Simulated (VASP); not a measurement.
**Pb: electric field gradients with PBE**

Crystal: Pb.

```
Pb
1.0
     0.00000    2.49475    2.49475
     2.49475    0.00000    2.49475
     2.49475    2.49475    0.00000
Pb
1
Cartesian
  0.0000 0.0000 0.0000
```

```yaml
Program: VASP 6.6.1
Task: electric field gradients
Functional: PBE
Potentials_or_basis: VASP PAW PBE potentials, release 64 (Pb_d)
Cutoff: 520 eV
k_mesh: 13 × 13 × 13
Occupations: fermi-dirac, width 0.05 eV
Spin: no spin polarisation
Dipole_correction: no
Further_INCAR_settings: ALGO = Normal; EDIFF = 1e-08; NBANDS = 13
```

| Quantity | Value |
| --- | --- |
| Pressure | 1.2 GPa |
| Band gap on the k mesh | zero (band 7 reaches 14.25 eV, above the bottom of band 8 at 5.40 eV) |

Levels at points of the mesh, in eV from the Fermi level:
```tsv
k point	band 4	band 5	band 6	band 7	band 8	band 9	band 10	band 11
(0.00, 0.00, 0.00)	-16.99	-16.99	-11.66	7.16	7.16	7.16	9.68	10.97
```

Run time: 36 s on 1 thread of Intel(R) Xeon(R) Platinum 8375C CPU @ 2.90GHz (Ice Lake), with other jobs on the host, peak memory 0.17 GiB.

Caveat: without QUAD_EFG the Cq values of the log hold for a quadrupole moment of 1 mb, not for the nuclei; spin-orbit coupling is left out, which moves the levels of the heavy elements.
